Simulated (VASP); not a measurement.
Runs of VASP 6.6.1 on Rh. Symmetry: Fm-3m, No. 225, cubic system. The conventional cell has a = 3.755 Å, b = 3.755 Å, c = 3.755 Å, α = 90.00°, β = 90.00°, γ = 90.00°. Rh (site symmetry m-3m) has 12 Rh at 2.66 Å within 3.5 Å. 

```csv
k mesh,smearing,gap on the mesh (eV),pressure (GPa)
14 × 14 × 14,methfessel-paxton 0.1 eV,none,0.5
14 × 14 × 14,fermi-dirac 0.1 eV,none,0.9
14 × 14 × 14,methfessel-paxton 0.3 eV,none,0.4
24 × 24 × 24,fermi-dirac 0.1 eV,none,0.9
14 × 14 × 14,fermi-dirac 0.2 eV,none,(a)
```

Alike in all rows: task single point; level LDA; potentials or basis VASP PAW LDA potentials, release 64 (Rh_pv); no spin polarisation; cell as given; cutoff (eV) 520.

Task: Estimate the missing entries.

Result: (a) 2.3.

A k mesh can miss the band edges, and the runs leave out spin-orbit coupling on Rh.

A gap of «none» marks levels without a gap at the run's occupations.
